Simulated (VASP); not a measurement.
# Cu (P6_3/mmc) in VASP: single point with PBE

Aim: the single point of Cu with PBE.

All numbers are computed with VASP 6.6.1; they aren't measurements. Logs are shortened: lines on timing, memory, paths and dates and some standing lists are left out, and cuts for length are marked.

### 1 The cell of the first run

The structure is hexagonal, space group P6_3/mmc (No. 194). Conventional cell: a = 2.617 Å, b = 2.617 Å, c = 4.170 Å, α = 90.00°, β = 90.00°, γ = 120.00°. Within 3.4 Å of Cu (site symmetry -6m2) lie 12 Cu at 2.57 to 2.62 Å.

### 2 Single point, PBE

File INCAR:

```
SYSTEM = Cu
ALGO = Normal
EDIFF = 1E-6
ENCUT = 520
GGA = PE
ISIF = 2
ISMEAR = -1
LASPH = .TRUE.
LCHARG = .FALSE.
LREAL = .FALSE.
LWAVE = .FALSE.
NBANDS = 18
NELM = 60
PREC = Accurate
SIGMA = 0.1
```

File KPOINTS:

```
k-points
0
G
  15 15 8
  0 0 0
```

File POSCAR:

```
Cu
1.0
    2.6168730000      0.0000000000      0.0000000000
   -1.3084370000      2.2662820000      0.0000000000
    0.0000000000      0.0000000000      4.1696430000
Cu
2
Direct
    0.3333300000      0.6666700000      0.2500000000
    0.6666600000      0.3333300000      0.7500000000
```

Potentials or basis: VASP PAW PBE potentials, release 64 (Cu).

On the command line:

```bash
$ cat potpaw_PBE.64/Cu/POTCAR > POTCAR
$ mpirun -np 1 vasp_std > vasp.out
```

OUTCAR:

```text
SYSTEM = Cu
   EDIFF = 1E-6
   ENCUT = 520
   GGA = PE
   ISIF = 2
   ISMEAR = -1
   LASPH = .TRUE.
   LREAL = .FALSE.
   NELM = 60
   PREC = Accurate

 ion  position               nearest neighbor table
   1  0.333  0.667  0.250-   2 2.57   2 2.57   2 2.57   2 2.57   2 2.57   2 2.57
   2  0.667  0.333  0.750-   1 2.57   1 2.57   1 2.57   1 2.57   1 2.57   1 2.57

  LATTYP: Found a hexagonal cell.
 ALAT       =     2.6168730000
 C/A-ratio  =     1.5933684974

  Lattice vectors:

 A1 = (   2.6168730000,   0.0000000000,   0.0000000000)
 A2 = (  -1.3084370000,   2.2662820000,   0.0000000000)
 A3 = (   0.0000000000,   0.0000000000,   4.1696430000)

Analysis of symmetry for initial positions (statically):
=====================================================================
 Subroutine PRICEL returns:
 Original cell was already a primitive cell.

 Routine SETGRP: Setting up the symmetry group for a
 hexagonal supercell.

 Subroutine GETGRP returns: Found  8 space group operations
 (whereof  2 operations were pure point group operations)
 out of a pool of 24 trial point group operations.

The static configuration has the point symmetry C_2 .
 The point group associated with its full space group is D_2h.

Analysis of symmetry for dynamics (positions and initial velocities):
=====================================================================
 Subroutine PRICEL returns:
 Original cell was already a primitive cell.

 Routine SETGRP: Setting up the symmetry group for a
 hexagonal supercell.

 Subroutine GETGRP returns: Found  8 space group operations
 (whereof  2 operations were pure point group operations)
 out of a pool of 24 trial point group operations.

The dynamic configuration has the point symmetry C_2 .
 The point group associated with its full space group is D_2h.

 Subroutine INISYM returns: Found  8 space group operations
 (whereof  2 operations are pure point group operations),
 and found     1 'primitive' translations

----------------------------------------------------------------------------------------

                                     Primitive cell

  volume of cell :      24.7284

  direct lattice vectors                    reciprocal lattice vectors
     2.616873000  0.000000000  0.000000000     0.382135472  0.220625761  0.000000000
    -1.308437000  2.266282000  0.000000000     0.000000000  0.441251354  0.000000000
     0.000000000  0.000000000  4.169643000     0.000000000  0.000000000  0.239828686

  length of vectors
     2.616873000  2.616876284  4.169643000     0.441251907  0.441251354  0.239828686

  position of ions in fractional coordinates (direct lattice)
     0.333330000  0.666670000  0.250000000
     0.666660000  0.333330000  0.750000000

  ion indices of the primitive-cell ions
   primitive index   ion index
                 1           1
                 2           2

----------------------------------------------------------------------------------------

 KPOINTS: k-points

Automatic generation of k-mesh.
 Grid dimensions read from file:
 generate k-points for:   15   15    8

 Generating k-lattice:

  Cartesian coordinates                     Fractional coordinates (reciprocal lattice)
     0.025475698  0.014708384  0.000000000     0.066666667  0.000000000  0.000000000
     0.000000000  0.029416757  0.000000000     0.000000000  0.066666667  0.000000000
     0.000000000  0.000000000  0.029978586     0.000000000  0.000000000  0.125000000

  Length of vectors
     0.029416794  0.029416757  0.029978586

  Shift w.r.t. Gamma in fractional coordinates (k-lattice)
     0.000000000  0.000000000  0.000000000

 Subroutine IBZKPT returns following result:
 ===========================================

 Found    320 irreducible k-points:

 Following reciprocal coordinates:
            Coordinates               Weight
  0.000000  0.000000  0.000000      1.000000
  0.066667  0.000000  0.000000      4.000000
  0.000000  0.066667  0.000000      2.000000
  0.133333  0.000000  0.000000      4.000000
  0.000000  0.133333  0.000000      2.000000
  0.200000  0.000000  0.000000      4.000000
[... 16 lines left out ...]
 -0.266667  0.200000  0.000000      4.000000
  0.266667  0.066667  0.000000      4.000000
 [... further k-points ...]
   k-points           NKPTS =    320   k-points in BZ     NKDIM =    320   number of bands    NBANDS=     18
   number of dos      NEDOS =    301   number of ions     NIONS =      2
   total plane-waves  NPLWV =  12800
   dimension x,y,z NGX =    20 NGY =   20 NGZ =   32
   dimension x,y,z NGXF=    40 NGYF=   40 NGZF=   64
   ions per type =               2
   NGX,Y,Z   is equivalent  to a cutoff of  12.71, 12.71, 12.76 a.u.
   NGXF,Y,Z  is equivalent  to a cutoff of  25.41, 25.41, 25.52 a.u.
 SYSTEM =  Cu
   PREC   = accura    normal or accurate (medium, high low for compatibility)
   ISTART =      0    job   : 0-new  1-cont  2-samecut
   ICHARG =      2    charge: 1-file 2-atom 10-const
   ISPIN  =      1    spin polarized calculation?
   LNONCOLLINEAR =      F non collinear calculations
   LSORBIT =      F    spin-orbit coupling
   LASPH  =      T    aspherical Exc in radial PAW
   ENCUT  =  520.0 eV  38.22 Ry    6.18 a.u.   4.87  4.87  7.75*2*pi/ulx,y,z
   NELM   =     60;   NELMIN=  2; NELMDL= -5     # of ELM steps
   EDIFF  = 0.1E-05   stopping-criterion for ELM
   LREAL  =      F    real-space projection
   EDIFFG = 0.1E-04   stopping-criterion for IOM
   NSW    =      0    number of steps for IOM
   IBRION =     -1    ionic relax: 0-MD 1-quasi-New 2-CG
   NFREE  =      0    steps in history (QN), initial steepest desc. (CG)
   ISIF   =      2    stress and relaxation
   ISYM   =      2    0-nonsym 1-usesym 2-fastsym
   POTIM  = 0.5000    time-step for ionic-motion
   TEBEG  =    0.0;   TEEND  =   0.0 temperature during run
   PSTRESS=    0.0 pullay stress
   NELECT =      22.0000    total number of electrons
   NUPDOWN=      -1.0000    fix difference up-down
   EMIN   =  10.00;   EMAX   =-10.00  energy-range for DOS
   EFERMI =   0.00;   METHOD = LEGACY
   ISMEAR =    -1;   SIGMA  =   0.10  broadening in eV -4-tet -1-fermi 0-gaus
   EFERMI_NEDOS =   21; number of points for ismear=-14 and -15
   IALGO  =     38    algorithm
   IMIX   =      4    mixing-type and parameters
     AMIX     =   0.40;   BMIX     =  1.00
     AMIX_MAG =   1.60;   BMIX_MAG =  1.00
  volume/ion in A,a.u.               =      12.36        83.44
  Fermi-wavevector in a.u.,A,eV,Ry     =   1.574529  2.975428 33.730754  2.479140
  Thomas-Fermi vector in A             =   2.675649
   LORBIT       =      0    0 simple, 1 ext, 2 COOP (PROOUT), +10 PAW based schemes
   GGA     = PE    functional components
   LHFCALC =     F    Hartree Fock is set to
   AEXX    =    0.0000 exact exchange contribution
   IVDW    =     0    specifies the selected vdW correction
   LEPSILON=     F    determine dielectric tensor
   LRPA    =     F    only Hartree local field effects (RPA)
 non-spin polarized calculation
  energy-cutoff  :      520.00
  volume of cell :       24.73
 maximum number of plane-waves:       699
   NGX =  9   NGY =  9   NGZ = 15

 number of electron      22.0000010 magnetization

 Free energy of the ion-electron system (eV)
  ---------------------------------------------------
  ext. energy  EPLUGINS =         0.00000000
  ---------------------------------------------------
  free energy    TOTEN  =        -7.43628143 eV

  energy without entropy =       -7.41419301  energy(sigma->0) =       -7.42523722

 E-fermi :   7.0885     XC(G=0): -12.4613

 val. band max:        7.0872391597   @ k =   0.4667   0.2667   0.0000
 cond. band min:       7.1091336052   @ k =   0.3333   0.2000   0.0000
 fundamental gap:      0.0218944455
 Fermi energy:         7.0885348030

 k-point     1 :       0.0000    0.0000    0.0000
  band No.  band energies     occupation
      1      -1.9771      2.00000
      2       2.2503      2.00000
      3       4.1898      2.00000
      4       4.1898      2.00000
      5       4.2172      2.00000
      6       4.3995      2.00000
[... 10 lines left out ...]
     17      29.3279      0.00000
     18      29.3280      0.00000

 k-point     2 :       0.0667    0.0000    0.0000
  band No.  band energies     occupation
      1      -1.8404      2.00000
      2       2.3249      2.00000
      3       4.0793      2.00000
      4       4.2372      2.00000
      5       4.3138      2.00000
      6       4.3788      2.00000
[... 10 lines left out ...]
     17      30.5238      0.00000
     18      30.7839      0.00000

 k-point     3 :       0.0000    0.0667    0.0000
  band No.  band energies     occupation
      1      -1.8404      2.00000
      2       2.3249      2.00000
      3       4.0793      2.00000
      4       4.2373      2.00000
      5       4.3138      2.00000
      6       4.3788      2.00000
[... 10 lines left out ...]
     17      30.5238      0.00000
     18      30.7837      0.00000

 k-point     4 :       0.1333    0.0000    0.0000
  band No.  band energies     occupation
      1      -1.4353      2.00000
      2       2.5270      2.00000
      3       3.9338      2.00000
      4       4.2711      2.00000
      5       4.3038      2.00000
      6       4.3739      2.00000
[... 375 lines left out ...]
      4       3.6946      2.00000
      5       4.2152      2.00000
      6       4.2656      2.00000
[... 10 lines left out ...]
     17      25.9463      0.00000
     18      27.8784      0.00000

 k-point    23 :      -0.2667    0.2000    0.0000
  band No.  band energies     occupation
      1      -0.2774      2.00000
      2       2.9261      2.00000
      3       3.6302      2.00000
      4       3.6946      2.00000
      5       4.2152      2.00000
      6       4.2656      2.00000
[... 10 lines left out ...]
     17      25.9463      0.00000
     18      27.8786      0.00000

 k-point    24 :       0.2667    0.0667    0.0000
  band No.  band energies     occupation
      1       0.6489      2.00000
      2       2.9979      2.00000
      3       3.3305      2.00000
      4       3.6669      2.00000
      5       4.1708      2.00000
      6       4.2420      2.00000
[... 10 lines left out ...]
     17      23.4875      0.00000
     18      27.0624      0.00000

 [... further k-points ...]
[... 5 lines left out ...]
  --------------------------------------------------------------------------------------
  -------------------------------------------------------------------------------------
  Total       -0.7674203     -0.7674178     -0.0032089      0.0000002      0.0000000      0.0000000
  in kB      -49.7219798    -49.7218128     -0.2079074      0.0000110      0.0000000      0.0000000
  external PRESSURE =     -33.2172334 kB  Pullay stress =       0.0000000 kB

 VOLUME and BASIS-vectors are now :
 -----------------------------------------------------------------------------
  energy-cutoff  :      520.00
  volume of cell :       24.73
      direct lattice vectors                 reciprocal lattice vectors
     2.616873000  0.000000000  0.000000000     0.382135472  0.220625761  0.000000000
    -1.308437000  2.266282000  0.000000000     0.000000000  0.441251354  0.000000000
     0.000000000  0.000000000  4.169643000     0.000000000  0.000000000  0.239828686

 POSITION                                       TOTAL-FORCE (eV/Angst)
 -----------------------------------------------------------------------------------
     -0.00001      1.51086      1.04241         0.000000     -0.000017      0.000000
      1.30842      0.75542      3.12723        -0.000000      0.000017     -0.000000
 -----------------------------------------------------------------------------------
    total drift:                               -0.000000     -0.000000      0.000000

  FREE ENERGIE OF THE ION-ELECTRON SYSTEM (eV)
  ---------------------------------------------------
  free  energy   TOTEN  =        -7.4362814333 eV

  energy  without entropy=       -7.4141930133  energy(sigma->0) =       -7.42523722
```

Run time: 67 s. Hardware: 1 thread of AMD EPYC 7R13 (Zen 3), shared host; peak memory 0.2 GiB.

What came out:

```yaml
Free_energy: -7.4363 eV
Pressure: -3.3 GPa
Band_gap_on_the_k_mesh: zero (band 11 reaches 10.85 eV, above the bottom of band 12 at 5.14 eV)
```

Stress tensor (GPa, compression positive):
```
-4.97  0.00  0.00
 0.00 -4.97  0.00
 0.00  0.00 -0.02
```

Levels at points of the mesh, in eV from the Fermi level:
| k point | band 9 | band 10 | band 11 | band 12 | band 13 | band 14 |
| --- | --- | --- | --- | --- | --- | --- |
| (0.00, 0.00, 0.00) | -2.50 | -1.74 | -1.74 | -0.70 | 3.81 | 20.47 |
| (0.00, 0.00, 0.50) | -1.95 | -1.95 | -1.95 | -1.95 | 12.64 | 12.64 |
